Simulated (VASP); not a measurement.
Write the native input for VASP 6.6.1 that does the following.

| Property | Result |
| --- | --- |
| Task | relaxation of cell and atoms |
| Functional | PBE |
| Potentials or basis | VASP PAW PBE potentials, release 64 (Hg, Te) |
| Cutoff | 600 eV |
| k mesh | 14 × 14 × 14 |
| Occupations | gaussian, width 0.1 eV |
| Spin | no spin polarisation |
| Dipole correction | no |
| Further INCAR settings | ALGO = Normal; EDIFF = 1e-06; IBRION = 2; EDIFFG = -0.01; NSW = 100; ISIF = 3 |

The structure of HgTe lies in POSCAR:

```
HgTe
1.0
    0.0000000000      3.2899842045      3.2899842045
    3.2899842045      0.0000000000      3.2899842045
    3.2899842045      3.2899842045      0.0000000000
Hg Te
1 1
Direct
    0.0000000000      0.0000000000      0.0000000000
    0.2500000000      0.2500000000      0.2500000000
```

One way to write it, as run:

INCAR

```
SYSTEM = HgTe
ALGO = Normal ; EDIFF = 1E-6
EDIFFG = -0.01 ; ENCUT = 600
GGA = PE ; IBRION = 2
ISIF = 3 ; ISMEAR = 0
LASPH = .True. ; LCHARG = .False.
LREAL = .False. ; LWAVE = .False.
NELM = 80 ; NSW = 100
PREC = Accurate ; SIGMA = 0.1
```

KPOINTS

```
k-points
0
Gamma
  14 14 14
  0 0 0
```

Potentials or basis: VASP PAW PBE potentials, release 64 (Hg, Te).

Run with:

```console
$ cat potpaw_PBE.64/Hg/POTCAR potpaw_PBE.64/Te/POTCAR > POTCAR
$ mpirun -np 1 vasp_std > vasp.out
```

It gave:

```yaml
Relaxed_volume: 36.83 Å³/atom
Relaxed_cell: a = 4.705 Å, b = 4.705 Å, c = 4.705 Å, α = 60.00°, β = 60.00°, γ = 60.00°
Space_group_after_relaxing_to_0.1_Å: F-43m (No. 216)
Energy_gained_by_relaxing: 4.7 meV/atom
Ionic_steps: 3
Pressure_after_relaxing: 0.0 GPa
Band_gap_on_the_k_mesh: zero (filled and empty bands touch)
```

Caveat: semilocal functionals underestimate gaps, so a narrow gap can read as zero; spin-orbit coupling is left out, which moves the levels of the heavy elements.

Run time: 120 s on 1 thread of Intel(R) Xeon(R) 6975P-C (Granite Rapids), with other jobs on the host, peak memory 0.34 GiB.
